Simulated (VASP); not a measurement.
# AlNi (P4/mmm) in VASP: notebook

AlNi is run at these levels: PBEsol; tasks: single point.

All numbers are computed with VASP 6.6.1; they aren't measurements. Logs are shortened: lines on timing, memory, paths and dates and some standing lists are left out, and cuts for length are marked.

## 1. The cell of the first run

Symmetry: P4/mmm, No. 123, tetragonal system. Conventional cell: a = 2.859 Å, b = 2.859 Å, c = 2.869 Å, α = 90.00°, β = 90.00°, γ = 90.00°. Within 3.3 Å of Al (site symmetry 4/mmm) lie 8 Ni at 2.48 Å and 6 Al at 2.86 to 2.87 Å. Ni (site symmetry 4/mmm) has 8 Al at 2.48 Å and 6 Ni at 2.86 to 2.87 Å within 3.3 Å.

## 2. Single point, PBEsol

INCAR

```
SYSTEM = AlNi
ALGO = Fast ; EDIFF = 1E-7
ENCUT = 520 ; GGA = PS
ISIF = 2 ; ISMEAR = 0
LASPH = .TRUE. ; LCHARG = .FALSE.
LREAL = .FALSE. ; LWAVE = .FALSE.
NBANDS = 14 ; NELM = 100
PREC = Accurate ; SIGMA = 0.1
```

KPOINTS

```
k-points
0
G
  16 16 14
  0 0 0
```

POSCAR

```
AlNi
1.0
    2.0213280872     -2.0213497884      0.0000000000
    2.0213280872      2.0213497884      0.0000000000
    0.0000000000      0.0000000000      2.8694088111
Al Ni
1 1
Direct
    0.0000000000      0.0000000000      0.0000000000
    0.5000000000      0.5000000000      0.5000000000
```

Potentials or basis: VASP PAW PBE potentials, release 64 (Al, Ni).

Started as:

```bash
$ cat potpaw_PBE.64/Al/POTCAR potpaw_PBE.64/Ni/POTCAR > POTCAR
$ mpirun -np 1 vasp_std > vasp.out
```

OUTCAR:

```text
SYSTEM = AlNi
   EDIFF = 1E-7
   ENCUT = 520
   GGA = PS
   ISIF = 2
   ISMEAR = 0
   LASPH = .TRUE.
   LREAL = .FALSE.
   NELM = 100
   PREC = Accurate

 ion  position               nearest neighbor table
   1  0.000  0.000  0.000-   2 2.48   2 2.48   2 2.48   2 2.48   2 2.48   2 2.48   2 2.48   2 2.48

   2  0.500  0.500  0.500-   1 2.48   1 2.48   1 2.48   1 2.48   1 2.48   1 2.48   1 2.48   1 2.48

  LATTYP: Found a base centered orthorhombic cell.
 ALAT       =     4.0426561744
 B/A-ratio  =     1.0000107361
 C/A-ratio  =     0.7097830454

  Lattice vectors:

 A1 = (   2.0213280872,  -2.0213497884,   0.0000000000)
 A2 = (   2.0213280872,   2.0213497884,   0.0000000000)
 A3 = (   0.0000000000,   0.0000000000,   2.8694088111)

Analysis of symmetry for initial positions (statically):
=====================================================================
 Subroutine PRICEL returns:
 Original cell was already a primitive cell.

 Routine SETGRP: Setting up the symmetry group for a
 base centered orthorhombic supercell.

 Subroutine GETGRP returns: Found  8 space group operations
 (whereof  8 operations were pure point group operations)
 out of a pool of  8 trial point group operations.

The static configuration has the point symmetry D_2h.

Analysis of symmetry for dynamics (positions and initial velocities):
=====================================================================
 Subroutine PRICEL returns:
 Original cell was already a primitive cell.

 Routine SETGRP: Setting up the symmetry group for a
 base centered orthorhombic supercell.

 Subroutine GETGRP returns: Found  8 space group operations
 (whereof  8 operations were pure point group operations)
 out of a pool of  8 trial point group operations.

The dynamic configuration has the point symmetry D_2h.

 Subroutine INISYM returns: Found  8 space group operations
 (whereof  8 operations are pure point group operations),
 and found     1 'primitive' translations

----------------------------------------------------------------------------------------

                                     Primitive cell

  volume of cell :      23.4477

  direct lattice vectors                    reciprocal lattice vectors
     2.021328087 -2.021349788  0.000000000     0.247362120 -0.247359464  0.000000000
     2.021328087  2.021349788  0.000000000     0.247362120  0.247359464  0.000000000
     0.000000000  0.000000000  2.869408811     0.000000000  0.000000000  0.348503844

  length of vectors
     2.858604940  2.858604940  2.869408811     0.349820986  0.349820986  0.348503844

  position of ions in fractional coordinates (direct lattice)
[... 88 lines left out ...]
   TEBEG  =    0.0;   TEEND  =   0.0 temperature during run
   PSTRESS=    0.0 pullay stress
   NELECT =      13.0000    total number of electrons
   NUPDOWN=      -1.0000    fix difference up-down
   EMIN   =  10.00;   EMAX   =-10.00  energy-range for DOS
   EFERMI =   0.00;   METHOD = LEGACY
   ISMEAR =     0;   SIGMA  =   0.10  broadening in eV -4-tet -1-fermi 0-gaus
   EFERMI_NEDOS =   21; number of points for ismear=-14 and -15
   IALGO  =     68    algorithm
   IMIX   =      4    mixing-type and parameters
     AMIX     =   0.40;   BMIX     =  1.00
     AMIX_MAG =   1.60;   BMIX_MAG =  1.00
  volume/ion in A,a.u.               =      11.72        79.12
  Fermi-wavevector in a.u.,A,eV,Ry     =   1.344897  2.541487 24.609512  1.808748
  Thomas-Fermi vector in A             =   2.472854
   LORBIT       =      0    0 simple, 1 ext, 2 COOP (PROOUT), +10 PAW based schemes
   GGA     = PS    functional components
   LHFCALC =     F    Hartree Fock is set to
   AEXX    =    0.0000 exact exchange contribution
   IVDW    =     0    specifies the selected vdW correction
   LEPSILON=     F    determine dielectric tensor
   LRPA    =     F    only Hartree local field effects (RPA)
 non-spin polarized calculation
 RMM-DIIS sequential band-by-band and
 Gauss-broadening in eV      SIGMA  =   0.10
  energy-cutoff  :      520.00
  volume of cell :       23.45
 maximum number of plane-waves:       653
 NGX is ok and might be reduce to    24
   NGX = 11   NGY = 11   NGZ = 11

 number of electron      13.0000011 magnetization

 Free energy of the ion-electron system (eV)
  ---------------------------------------------------
  ext. energy  EPLUGINS =         0.00000000
  ---------------------------------------------------
  free energy    TOTEN  =       -11.58886427 eV

  energy without entropy =      -11.58529194  energy(sigma->0) =      -11.58707810

 E-fermi :  10.1472     XC(G=0): -12.2616

 val. band max:       10.1305854832   @ k =  -0.2500   0.0625   0.3571
 cond. band min:      10.1626595928   @ k =  -0.4375   0.3125   0.5000
 fundamental gap:      0.0320741097
 Fermi energy:        10.1471536524

 k-point     1 :       0.0000    0.0000    0.0000
  band No.  band energies     occupation
      1      -1.1174      2.00000
      2       6.8275      2.00000
      3       6.8285      2.00000
      4       8.5747      2.00000
      5       8.5747      2.00000
      6       8.5836      2.00000
      7      15.6471      0.00000
      8      15.7837      0.00000
      9      15.7838      0.00000
     10      18.3524      0.00000
     11      18.3834      0.00000
     12      24.2419      0.00000
     13      31.2578      0.00000
     14      31.3025      0.00000
[... 377 lines left out ...]
      1      -0.9712      2.00000
      2       6.8327      2.00000
      3       6.8514      2.00000
      4       8.5172      2.00000
      5       8.5371      2.00000
      6       8.5537      2.00000
      7      14.9012      0.00000
      8      15.2402      0.00000
      9      15.8411      0.00000
     10      18.7295      0.00000
     11      19.5024      0.00000
     12      24.7324      0.00000
     13      29.5591      0.00000
     14      30.3340      0.00000

 [... further k-points ...]
[... 5 lines left out ...]
  --------------------------------------------------------------------------------------
  -------------------------------------------------------------------------------------
  Total        0.0187986      0.0183945      0.0191037     -0.0000000      0.0000000      0.0000000
  in kB        1.2845038      1.2568900      1.3053493     -0.0000000      0.0000000      0.0000000
  external PRESSURE =       1.2822477 kB  Pullay stress =       0.0000000 kB

 VOLUME and BASIS-vectors are now :
 -----------------------------------------------------------------------------
  energy-cutoff  :      520.00
  volume of cell :       23.45
      direct lattice vectors                 reciprocal lattice vectors
     2.021328087 -2.021349788  0.000000000     0.247362120 -0.247359464  0.000000000
     2.021328087  2.021349788  0.000000000     0.247362120  0.247359464  0.000000000
     0.000000000  0.000000000  2.869408811     0.000000000  0.000000000  0.348503844

 POSITION                                       TOTAL-FORCE (eV/Angst)
 -----------------------------------------------------------------------------------
      0.00000      0.00000      0.00000        -0.000000      0.000000      0.000000
      2.02133      0.00000      1.43470         0.000000      0.000000      0.000000
 -----------------------------------------------------------------------------------
    total drift:                                0.000000     -0.000000     -0.000000

  FREE ENERGIE OF THE ION-ELECTRON SYSTEM (eV)
  ---------------------------------------------------
  free  energy   TOTEN  =       -11.5888642652 eV

  energy  without entropy=      -11.5852919445  energy(sigma->0) =      -11.58707810
```

OSZICAR:

```text
N       E                     dE             d eps       ncg     rms          rms(c)
DAV:   1     0.402804027211E+02    0.40280E+02   -0.54202E+03 16550   0.978E+02
DAV:   2    -0.114365921426E+02   -0.51717E+02   -0.46696E+02 17642   0.181E+02
DAV:   3    -0.132079371582E+02   -0.17713E+01   -0.17536E+01 20696   0.372E+01
DAV:   4    -0.132315715681E+02   -0.23634E-01   -0.23628E-01 19506   0.391E+00
DAV:   5    -0.132322595919E+02   -0.68802E-03   -0.68801E-03 21128   0.725E-01    0.128E+01
RMM:   6    -0.152416113960E+02   -0.20094E+01   -0.15665E+01 19939   0.494E+01    0.172E+01
RMM:   7    -0.116064378383E+02    0.36352E+01   -0.43053E+00 18368   0.253E+01    0.123E+00
RMM:   8    -0.116000412900E+02    0.63965E-02   -0.90692E-02 17542   0.299E+00    0.756E-01
RMM:   9    -0.115931985887E+02    0.68427E-02   -0.31205E-02 18638   0.114E+00    0.586E-01
RMM:  10    -0.115888352056E+02    0.43634E-02   -0.84761E-03 19987   0.116E+00    0.138E-01
RMM:  11    -0.115890594097E+02   -0.22420E-03   -0.86774E-04 22220   0.345E-01    0.140E-01
RMM:  12    -0.115888525461E+02    0.20686E-03   -0.38567E-04 21732   0.217E-01    0.202E-02
RMM:  13    -0.115888624393E+02   -0.98931E-05   -0.98238E-05 22407   0.668E-02    0.716E-03
RMM:  14    -0.115888640292E+02   -0.15899E-05   -0.16477E-05 24203   0.284E-02    0.268E-03
RMM:  15    -0.115888645333E+02   -0.50417E-06   -0.15517E-06 21248   0.108E-02    0.346E-03
RMM:  16    -0.115888642520E+02    0.28137E-06   -0.51112E-07 19681   0.688E-03    0.383E-04
RMM:  17    -0.115888642652E+02   -0.13193E-07   -0.18987E-07 13301   0.300E-03
   1 F= -.11588864E+02 E0= -.11587078E+02  d E =-.357232E-02
```

stdout:

```text
POSCAR found type information on POSCAR AlNi
 POSCAR found :  2 types and       2 ions
 scaLAPACK will be used
 -----------------------------------------------------------------------------
|                                                                             |
|                                                                             |
|     You enforced a specific xc type in the INCAR file but a different       |
|     I HOPE YOU KNOW WHAT YOU ARE DOING!                                     |
|                                                                             |
 -----------------------------------------------------------------------------

 LDA part: xc-table for (Slater+PW92), standard interpolation
 POSCAR, INCAR and KPOINTS ok, starting setup
 FFT: planning ... GRIDC
 FFT: planning ... GRID_SOFT
 FFT: planning ... GRID
 WAVECAR not read
 entering main loop
WARNING in EDDRMM: call to ZHEGV failed, returncode =   8  4     14
WARNING in EDDRMM: call to ZHEGV failed, returncode =   8  4     13
WARNING in EDDRMM: call to ZHEGV failed, returncode =   6  3     13
WARNING in EDDRMM: call to ZHEGV failed, returncode =   8  4     12
WARNING in EDDRMM: call to ZHEGV failed, returncode =   8  4     14
WARNING in EDDRMM: call to ZHEGV failed, returncode =   8  4     14
WARNING in EDDRMM: call to ZHEGV failed, returncode =   8  4     13
WARNING in EDDRMM: call to ZHEGV failed, returncode =   8  4     14
```

Wall time 3.3 min (1 thread of Intel Xeon Platinum 8488C (Sapphire Rapids), shared host); peak memory 0.3 GiB.

What came out:

```
Free energy : -11.5889 eV
Pressure    : 0.1 GPa
```

Levels at points of the mesh, in eV from the Fermi level:
| k point | band 3 | band 4 | band 5 | band 6 | band 7 | band 8 | band 9 | band 10 | band 11 | band 12 |
| --- | --- | --- | --- | --- | --- | --- | --- | --- | --- | --- |
| (0.00, 0.00, 0.00) | -3.32 | -1.57 | -1.57 | -1.56 | 5.50 | 5.64 | 5.64 | 8.21 | 8.24 | 14.09 |
| (0.50, 0.00, 0.00) | -2.83 | -2.31 | -2.29 | -1.48 | -0.64 | 8.33 | 10.02 | 10.15 | 11.05 | 11.16 |
| (0.50, 0.50, 0.00) | -2.90 | -2.90 | -2.13 | -2.13 | -1.02 | 1.53 | 2.63 | 12.45 | 15.24 | 15.24 |
| (0.00, 0.00, 0.50) | -2.83 | -2.29 | -2.29 | -1.47 | -0.66 | 8.33 | 10.13 | 10.13 | 11.12 | 11.12 |
| (0.50, 0.00, 0.50) | -2.94 | -2.92 | -2.12 | -2.11 | -1.03 | 1.50 | 2.59 | 12.55 | 15.30 | 15.34 |
| (0.50, 0.50, 0.50) | -4.18 | -1.00 | -0.99 | 1.97 | 1.98 | 1.98 | 3.91 | 4.56 | 4.56 | 4.60 |

Caveat: the PAW data sets were made with another functional, which shifts forces and pressure a little.

## 3. Single point, PBEsol

INCAR

```
ALGO = Fast
EDIFF = 1E-6
ENCUT = 520
GGA = PS
ISIF = 2
ISMEAR = -1
LASPH = True
LCHARG = False
LREAL = False
LWAVE = False
NBANDS = 14
NELM = 80
PREC = Accurate
SIGMA = 0.15
```

KPOINTS

```
k-points
0
Gamma
  16 16 14
```

POSCAR

```
AlNi
1.0
    2.0240845335     -2.0240834526      0.0000000000
    2.0240845335      2.0240834526      0.0000000000
    0.0000000000      0.0000000000      2.8647504677
Al Ni
1 1
Direct
    0.0000000000      0.0000000000      0.0000000000
    0.5000000000      0.5000000000      0.5000000000
```

Potentials or basis: VASP PAW PBE potentials, release 64 (Al, Ni).

Started as:

```bash
$ cat potpaw_PBE.64/Al/POTCAR potpaw_PBE.64/Ni/POTCAR > POTCAR
$ mpirun -np 1 vasp_std > vasp.out
```

OUTCAR:

```text
EDIFF = 1E-6
   ENCUT = 520
   GGA = PS
   ISIF = 2
   ISMEAR = -1
   LASPH = True
   LREAL = False
   NELM = 80
   PREC = Accurate

 ion  position               nearest neighbor table
   1  0.000  0.000  0.000-   2 2.48   2 2.48   2 2.48   2 2.48   2 2.48   2 2.48   2 2.48   2 2.48

   2  0.500  0.500  0.500-   1 2.48   1 2.48   1 2.48   1 2.48   1 2.48   1 2.48   1 2.48   1 2.48

  LATTYP: Found a simple tetragonal cell.
 ALAT       =     2.8624870344
 C/A-ratio  =     1.0007907227

  Lattice vectors:

[... 587 lines left out ...]
      9      18.1250      0.00000
     10      20.6549      0.00000
     11      21.3362      0.00000
     12      21.5316      0.00000
     13      25.6953      0.00000
     14      26.3649      0.00000

 [... further k-points ...]
[... 5 lines left out ...]
  --------------------------------------------------------------------------------------
  -------------------------------------------------------------------------------------
  Total       -0.0309089     -0.0309089     -0.0314220      0.0000000      0.0000000      0.0000000
  in kB       -2.1097009     -2.1096987     -2.1447181      0.0000000      0.0000000      0.0000000
  external PRESSURE =      -2.1213726 kB  Pullay stress =       0.0000000 kB

 VOLUME and BASIS-vectors are now :
 -----------------------------------------------------------------------------
  energy-cutoff  :      520.00
  volume of cell :       23.47
      direct lattice vectors                 reciprocal lattice vectors
     2.024084533 -2.024083453  0.000000000     0.247025256 -0.247025388  0.000000000
     2.024084533  2.024083453  0.000000000     0.247025256  0.247025388  0.000000000
     0.000000000  0.000000000  2.864750468     0.000000000  0.000000000  0.349070543

 POSITION                                       TOTAL-FORCE (eV/Angst)
 -----------------------------------------------------------------------------------
      0.00000      0.00000      0.00000         0.000000      0.000000      0.000000
      2.02408      0.00000      1.43238        -0.000000      0.000000      0.000000
 -----------------------------------------------------------------------------------
    total drift:                                0.000000     -0.000000     -0.000000

  FREE ENERGIE OF THE ION-ELECTRON SYSTEM (eV)
  ---------------------------------------------------
  free  energy   TOTEN  =       -11.6170102506 eV

  energy  without entropy=      -11.5549966492  energy(sigma->0) =      -11.58600345
```

stdout:

```text
POSCAR found type information on POSCAR AlNi
 POSCAR found :  2 types and       2 ions
 scaLAPACK will be used
 -----------------------------------------------------------------------------
|                                                                             |
|                                                                             |
|     You enforced a specific xc type in the INCAR file but a different       |
|     I HOPE YOU KNOW WHAT YOU ARE DOING!                                     |
|                                                                             |
 -----------------------------------------------------------------------------

 LDA part: xc-table for (Slater+PW92), standard interpolation
 POSCAR, INCAR and KPOINTS ok, starting setup
 FFT: planning ... GRIDC
 FFT: planning ... GRID_SOFT
 FFT: planning ... GRID
 WAVECAR not read
 entering main loop
WARNING in EDDRMM: call to ZHEGV failed, returncode =   8  4     14
WARNING in EDDRMM: call to ZHEGV failed, returncode =   8  4     14
WARNING in EDDRMM: call to ZHEGV failed, returncode =   8  4     14
WARNING in EDDRMM: call to ZHEGV failed, returncode =   6  3     13
WARNING in EDDRMM: call to ZHEGV failed, returncode =   8  4     13
```

It took 3.4 min on 1 thread of AMD EPYC 7R43 (Zen 3), shared host; peak memory 0.2 GiB.

What came out:

```
Free energy : -11.6170 eV
Pressure    : -0.2 GPa
```

Caveat: the PAW data sets were made with another functional, which shifts forces and pressure a little.

## 4. Single point, PBEsol

INCAR

```
PREC = Accurate
ENCUT = 520
EDIFF = 1E-6
ISMEAR = 0
SIGMA = 0.15
LREAL = F
LASPH = T
NELM = 100
ALGO = Fast
ISIF = 2
LWAVE = F
LCHARG = F
GGA = PS
NBANDS = 14
```

KPOINTS

```
Automatic mesh
0
Gamma
  20 20 20
```

POSCAR

```
AlNi
1.0
    2.0213280871     -2.0213497883      0.0000000000
    2.0213280871      2.0213497883      0.0000000000
    0.0000000000      0.0000000000      2.8694088109
Al Ni
1 1
Direct
    0.0000000000      0.0000000000      0.0000000000
    0.5000000000      0.5000000000      0.5000000000
```

Started as:

```bash
$ cat potpaw_PBE.64/Al/POTCAR potpaw_PBE.64/Ni/POTCAR > POTCAR
$ mpirun -np 1 vasp_std > vasp.out
```

It took 3 min on 1 thread of Intel Xeon Platinum 8488C (Sapphire Rapids), shared host; peak memory 0.5 GiB.

Results (log left out):

```yaml
Free_energy: -11.5905 eV
Pressure: -0.1 GPa
```

Stress tensor (GPa, compression positive):
```
-0.03  0.00  0.00
 0.00 -0.03  0.00
 0.00  0.00 -0.33
```

Levels at points of the mesh, in eV from the Fermi level:
```
           k point  band 3  band 4  band 5  band 6  band 7  band 8  band 9  band 10  band 11  band 12
(0.00, 0.00, 0.00)   -3.33   -1.58   -1.58   -1.57    5.49    5.63    5.63     8.20     8.23    14.09
(0.50, 0.00, 0.00)   -2.84   -2.32   -2.30   -1.49   -0.65    8.32   10.01    10.14    11.04    11.15
(0.50, 0.50, 0.00)   -2.91   -2.91   -2.14   -2.14   -1.03    1.52    2.62    12.45    15.23    15.23
(0.00, 0.00, 0.50)   -2.84   -2.30   -2.30   -1.48   -0.67    8.32   10.12    10.12    11.11    11.11
(0.50, 0.00, 0.50)   -2.95   -2.93   -2.13   -2.12   -1.04    1.49    2.58    12.54    15.29    15.33
(0.50, 0.50, 0.50)   -4.19   -1.01   -1.00    1.96    1.97    1.97    3.90     4.55     4.55     4.59
```

Caveat: the PAW data sets were made with another functional, which shifts forces and pressure a little. Spin polarisation is off, so any magnetic state and its effect on volume and gap are missing.

## 5. Summary

| cell | k mesh | smearing | further INCAR settings | gap on the mesh (eV) | pressure (GPa) |
| --- | --- | --- | --- | --- | --- |
| a = 2.859, b = 2.859, c = 2.869 Å, 2 atoms | 16 × 16 × 14 | gaussian 0.1 eV | ALGO = Fast; EDIFF = 1e-07; NBANDS = 14 | none | 0.1 |
| a = 2.862, b = 2.862, c = 2.865 Å, 2 atoms | 16 × 16 × 14 | fermi-dirac 0.15 eV | ALGO = Fast; EDIFF = 1e-06; NBANDS = 14 | none | -0.2 |
| a = 2.859, b = 2.859, c = 2.869 Å, 2 atoms | 20 × 20 × 20 | gaussian 0.15 eV | ALGO = Fast; EDIFF = 1e-06; NBANDS = 14 | none | -0.1 |

Alike in all rows: task single point; level PBEsol; potentials or basis VASP PAW PBE potentials, release 64 (Al, Ni); no spin polarisation; cutoff (eV) 520.

Caveats: the PAW data sets were made with another functional, which shifts forces and pressure a little.

Total energies depend on the potentials used, so only differences within one code and one set of settings carry meaning.
